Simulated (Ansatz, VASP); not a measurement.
AlN in VASP and in Ansatz

File POSCAR:

```
AlN
1.0
    3.1135756528      0.0000000000      0.0000000000
   -1.5567878264      2.6964356119      0.0000000000
    0.0000000000      0.0000000000      4.9831268775
Al N
2 2
Direct
    0.3333333333      0.6666666667     -0.0531006173
    0.6666666667      0.3333333333      0.4468993827
    0.3333333333      0.6666666667      0.4351006173
    0.6666666667      0.3333333333      0.9351006173
```

The input INCAR.step1:

```
  ALGO = Normal
  EDIFF = 1E-4
  ENCUT = 520
  GGA = PE
  ISMEAR = 0
  LASPH = True
  LCHARG = False
  LREAL = False
  LWAVE = True
  NBANDS = 16
  NELM = 60
  PREC = Accurate
  SIGMA = 0.01
```

INCAR.step2

```
  ALGO = Normal
  EDIFF = 1E-6
  ENCUT = 520
  ISIF = 2
  ISMEAR = 0
  ISTART = 1
  LASPH = True
  LCHARG = False
  LMIXTAU = True
  LREAL = False
  LWAVE = False
  METAGGA = R2SCAN
  NBANDS = 16
  NELM = 60
  PREC = Accurate
  SIGMA = 0.01
```

The input KPOINTS:

```
k-points
0
Gamma
  9 9 6
```

Input for Ansatz:

```yaml
crystal:
  lattice:
    - [3.1135756528, 0.0, 0.0]
    - [-1.5567878264, 2.6964356119, 0.0]
    - [0.0, 0.0, 4.9831268775]
  atoms:
    - { symbol: Al, position: [0.3333333333, 0.6666666667, -0.0531006173] }
    - { symbol: Al, position: [0.6666666667, 0.3333333333, 0.4468993827] }
    - { symbol: "N", position: [0.3333333333, 0.6666666667, 0.4351006173] }
    - { symbol: "N", position: [0.6666666667, 0.3333333333, 0.9351006173] }
basis:
  ecutwfc: 500
  xc_grid: 2
kpoints:
  mp_grid: { grid: [9, 9, 6] }
hamiltonian:
  xc: r2scan
  pseudopotentials: { kind: paw, azcp: { folder: soft_1 } }
scf:
  occupations: { method: fixed }
output:
  forces: true
  stress: true
  eigenvalues: true
  polarization: {}
```

Change from the starting cell: polar distortion scaled by 0.10.

Alike in both runs: task single point; functional r2SCAN; k mesh 9 × 9 × 6; no spin polarisation.

```csv
,VASP,Ansatz
version,VASP 6.6.1,Ansatz 0.2.0
potentials or method,"VASP PAW PBE potentials, release 64 (Al, N), cutoff 520 eV","scalar-relativistic, plane waves, PAW"
occupations,"gaussian, width 0.01 eV",fixed
valence electrons in the cell,16,16
```

```tsv
	VASP	Ansatz	Ansatz less VASP
gap on the k mesh at the Fermi level (eV)	3.31	3.29	-0.020
least direct gap on the mesh (eV)	3.31	3.29	-0.020
pressure (GPa)	6.9	7.1	+0.17
traceless stress, the component that is largest in VASP (GPa)	-19.14	-18.88	+0.255
rms of the force components (eV/Å)	0.214	0.211	-0.0029
```

VASP's potentials were made for PBE, not for r2SCAN. Atom by atom the forces differ by 0.003 eV/Å (rms over components).
